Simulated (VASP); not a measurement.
**SiNi (WC type): relaxation of cell and atoms with PBE**

SiNi (WC type):

```xyz
2
Lattice="2.6896 0.0000 0.0000 -1.3448 2.3293 0.0000 0.0000 0.0000 2.6358" Properties=species:S:1:pos:R:3 pbc="T T T"
Ni    0.0000    0.0000    0.0000
Si    0.0000    1.5529    1.3179
```

| Quantity | Value |
| --- | --- |
| Program | VASP 6.6.1 |
| Task | relaxation of cell and atoms |
| Functional | PBE |
| Potentials or basis | VASP PAW PBE potentials, release 64 (Ni, Si) |
| Cutoff | 600 eV |
| k mesh | 17 × 17 × 15 |
| Occupations | fermi-dirac, width 0.1 eV |
| Spin | no spin polarisation |
| Target pressure | 190 GPa |
| Dipole correction | no |
| Further INCAR settings | ALGO = Normal; EDIFF = 1e-06; IBRION = 2; EDIFFG = -0.005; NSW = 60; ISIF = 3 |

```yaml
Relaxed_volume: 7.62 Å³/atom
Relaxed_cell: a = 2.282 Å, b = 2.282 Å, c = 3.379 Å, α = 90.00°, β = 90.00°, γ = 120.00°
Space_group_after_relaxing_to_0.1_Å: P-6m2 (No. 187)
Energy_change_on_relaxing_the_run_minimises_the_enthalpy: -78.1 meV/atom
Ionic_steps: 24
Pressure_after_relaxing: 190.0 GPa
Band_gap_on_the_k_mesh: zero (bands 7 and 8 overlap by 1.26 eV)
```

Step by step:
```
step  energy change (eV)  largest force (eV/Å)  pressure (GPa)  volume (Å³)
   1              0.0000                0.0000          176.94        16.51
   2              1.8426                0.0000          262.24        14.92
   3              1.0046                0.0000          222.74        15.59
   4              1.0807                0.0000          227.43        15.47
   5              1.2919                0.0000          242.54        15.10
   6              1.8269                0.0000          281.70        14.27
   7              5.4458                0.0000          452.03        12.33
   8              2.2866                0.0000          308.26        13.82
   9              2.8627                0.0000          337.58        13.41
  10              2.8400                0.0000          336.30        13.40
  11              2.8416                0.0000          335.04        13.36
  12              2.6824                0.0000          327.23        13.44
  13              2.2230                0.0000          305.17        13.67
  14              1.3819                0.0000          264.63        14.15
  15             -0.0213                0.0000          197.00        15.13
  16             -0.1535                0.0000          190.67        15.24
  17             -0.1999                0.0000          188.35        15.28
  18             -0.1925                0.0000          188.71        15.27
  19             -0.1704                0.0000          189.79        15.25
  20             -0.1256                0.0000          191.64        15.21
  21             -0.1335                0.0000          191.17        15.22
  22             -0.1478                0.0000          190.29        15.23
  23             -0.1520                0.0000          190.14        15.24
  24             -0.1562                0.0000          189.95        15.24
```

Final structure:
```yaml
crystal:
  lattice:
    - [2.28215, 0.00000, 0.00000]
    - [-1.14107, 1.97640, 0.00000]
    - [0.00000, 0.00000, 3.37888]
  atoms:
    - { symbol: Ni, position: [0.00000, 0.00000, 0.00000] }
    - { symbol: Si, position: [0.33333, 0.66667, 0.50000] }
```

Levels at points of the mesh, in eV from the Fermi level:
```
           k point  band 3  band 4  band 5  band 6  band 7  band 8  band 9  band 10  band 11
(0.00, 0.00, 0.00)   -6.54   -4.26   -4.26   -3.06   -3.06    1.64   13.57    13.57    16.96
```

Wall time 13 min on 1 thread of Intel Xeon 8259CL, on a shared host, peak memory 0.22 GiB.

Caveat: the cell is relaxed towards a set pressure, so the run minimises the enthalpy, not the energy; a cell axis changed by over 15 % at a fixed basis, so the end point is rough. Spin polarisation is off, so any magnetic state and its effect on volume and gap are missing.
